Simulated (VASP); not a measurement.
A run of VASP 6.6.1:

Contents of POSCAR:

```
ZnSe
1.0
    0.0000000000      2.8604703093      2.8604703093
    2.8604703093      0.0000000000      2.8604703093
    2.8604703093      2.8604703093      0.0000000000
Zn Se
1 1
Direct
    0.0000000000      0.0000000000      0.0000000000
    0.2500000000      0.2500000000      0.2500000000
```

File INCAR.step1:

```
ALGO = Normal
EDIFF = 1E-5
ENCUT = 550
GGA = PE
GGA_COMPAT = F
ISMEAR = 0
LASPH = T
LCHARG = F
LREAL = F
LWAVE = T
NBANDS = 16
NELM = 120
PREC = Accurate
SIGMA = 0.01
```

Contents of INCAR.step2:

```
ALGO = Normal
EDIFF = 1E-6
ENCUT = 550
GGA_COMPAT = F
ISIF = 2
ISMEAR = 0
ISTART = 1
LASPH = T
LCHARG = T
LELF = T
LMIXTAU = T
LREAL = F
LVHAR = T
LWAVE = F
METAGGA = R2SCAN
NBANDS = 16
NELM = 120
PREC = Accurate
SIGMA = 0.01
```

Contents of KPOINTS:

```
k-points
0
Gamma
  6 6 6
```

Potentials or basis: VASP PAW PBE potentials, release 64 (Zn, Se).

The run is started by

```sh
$ cat potpaw_PBE.64/Zn/POTCAR potpaw_PBE.64/Se/POTCAR > POTCAR
$ cp INCAR.step1 INCAR
$ mpirun -np 1 vasp_std > vasp.out
$ cp INCAR.step2 INCAR
$ mpirun -np 1 vasp_std > vasp.out
```

Hardware: 1 thread of Intel(R) Xeon(R) Platinum 8259CL CPU @ 2.50GHz (Skylake/Cascade Lake), on a shared host.

Task: Estimate the wall time of this run.

Result: Wall time 58 s on 1 thread of Intel(R) Xeon(R) Platinum 8259CL CPU @ 2.50GHz (Skylake/Cascade Lake), on a shared host, peak memory 0.19 GiB. Counts: k points 16.
